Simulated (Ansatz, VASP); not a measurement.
# Ag in VASP and in Ansatz

The input POSCAR:

```
Ag
1.0
   -1.5892314468      1.5892314468      1.5892314468
    1.5892314468     -1.5892314468      1.5892314468
    1.5892314468      1.5892314468     -1.5892314468
Ag
1
Direct
    0.0000000000      0.0000000000      0.0000000000
```

INCAR.step1

```
ALGO = Normal ; EDIFF = 1E-4
ENCUT = 520 ; GGA = PE
ISMEAR = -1 ; LASPH = T
LCHARG = F ; LREAL = F
LWAVE = T ; NBANDS = 12
NELM = 60 ; PREC = Accurate
SIGMA = 0.1
```

Contents of INCAR.step2:

```
ALGO = Normal ; EDIFF = 1E-7
ENCUT = 520 ; ISIF = 2
ISMEAR = -1 ; ISTART = 1
LASPH = T ; LCHARG = T
LELF = T ; LMIXTAU = T
LREAL = F ; LVHAR = T
LWAVE = F ; METAGGA = R2SCAN
NBANDS = 12 ; NELM = 60
PREC = Accurate ; SIGMA = 0.1
```

File KPOINTS:

```
k-points
0
Gamma
  15 15 15
```

Input for Ansatz:

```yaml
crystal:
  lattice:
    - [-1.5892314468, 1.5892314468, 1.5892314468]
    - [1.5892314468, -1.5892314468, 1.5892314468]
    - [1.5892314468, 1.5892314468, -1.5892314468]
  atoms:
    - { symbol: Ag, position: [0.0, 0.0, 0.0] }
hamiltonian:
  xc: r2scan
  pseudopotentials:
    kind: paw
    azcp:
      Ag: "pseudopotentials/Ag.paw.azcp"
basis:
  ecutwfc: 500
  fft_grid_basis: typed
kpoints:
  mp_grid: { grid: [15, 15, 15], shift: [0, 0, 0] }
magnetization:
  spin_polarized: false
scf:
  occupations: { method: fermi_dirac, width: 0.1 }
  lower_state_search: "off"
output:
  stress: true
  write_density: true
  write_potential: true
  elf: true
  volumetric_format: npy
```

Alike in both runs: task single point; functional r2SCAN; k mesh 15 × 15 × 15; occupations fermi-dirac, width 0.1 eV; no spin polarisation.

|  | VASP | Ansatz |
| --- | --- | --- |
| version | VASP 6.6.1 | Ansatz 0.2.0 |
| potentials or method | VASP PAW PBE potentials, release 64 (Ag), cutoff 520 eV | plane waves (500 eV) with PAW, scalar-relativistic |
| valence electrons in the cell | 11 | 19 |

```csv
,VASP,Ansatz,Ansatz less VASP
pressure (GPa),10.5,10.3,-0.29
```

VASP's potentials were made for PBE, not for r2SCAN. VASP's potentials hold 11 valence electrons a cell and Ansatz's 19, so a difference there can come from the potentials and not from the codes.
